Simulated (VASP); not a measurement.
Set up this calculation in VASP 6.6.1, as the native input.

| Item | Value |
| --- | --- |
| Task | single point |
| Functional | PBE |
| Potentials or basis | VASP PAW PBE potentials, release 64 (Ba_sv, Ti_sv, O) |
| Cutoff | 520 eV |
| k mesh | 8 × 8 × 6 |
| Occupations | gaussian, width 0.02 eV |
| Spin | no spin polarisation |
| Dipole correction | no |
| Further INCAR settings | ALGO = Normal; EDIFF = 1e-06; NBANDS = 28 |

The structure of BaTiO3 lies in POSCAR:

```
BaTiO3
1.0
    3.9854497974      0.0000000000      0.0000000000
    0.0000000000      3.9854497974      0.0000000000
    0.0000000000      0.0000000000      4.3895043637
Ba Ti O
1 1 3
Direct
    0.5000000000      0.5000000000      0.6062226808
    0.0000000000      0.0000000000      0.1173612574
    0.0000000000      0.5000000000      0.0556440563
    0.5000000000      0.0000000000      0.0556440563
    0.0000000000      0.0000000000      0.5251249391
```

This cell differs from its parent crystal: strain along c alone, the other axes held: +4.5 %, then relaxed in part.

These files were run (other wordings do the same):

INCAR

```
  PREC = Accurate
  ENCUT = 520
  EDIFF = 1E-6
  ISMEAR = 0
  SIGMA = 0.02
  LREAL = F
  LASPH = T
  NELM = 100
  ALGO = Normal
  ISIF = 2
  LWAVE = F
  LCHARG = F
  GGA = PE
  NBANDS = 28
```

KPOINTS

```
Automatic mesh
0
Gamma
  8 8 6
```

Potentials or basis: VASP PAW PBE potentials, release 64 (Ba_sv, Ti_sv, O).

The run is started by

```bash
$ cat potpaw_PBE.64/Ba_sv/POTCAR potpaw_PBE.64/Ti_sv/POTCAR potpaw_PBE.64/O/POTCAR > POTCAR
$ mpirun -np 1 vasp_std > vasp.out
```

It gave:

```json
{
 "Pressure": "-1.6 GPa",
 "Largest force": "0.095 eV/Å",
 "Band gap on the k mesh": "1.79 eV (least direct gap 2.45 eV)"
}
```

Caveat: the cell differs from its parent crystal (strain along c alone, the other axes held: +4.5 %, then relaxed in part); spin-orbit coupling is left out, which moves the levels of the heavy elements.

Run time: 65 s on 1 thread of Intel(R) Xeon(R) 6975P-C (Granite Rapids), with other jobs on the host, peak memory 0.26 GiB.
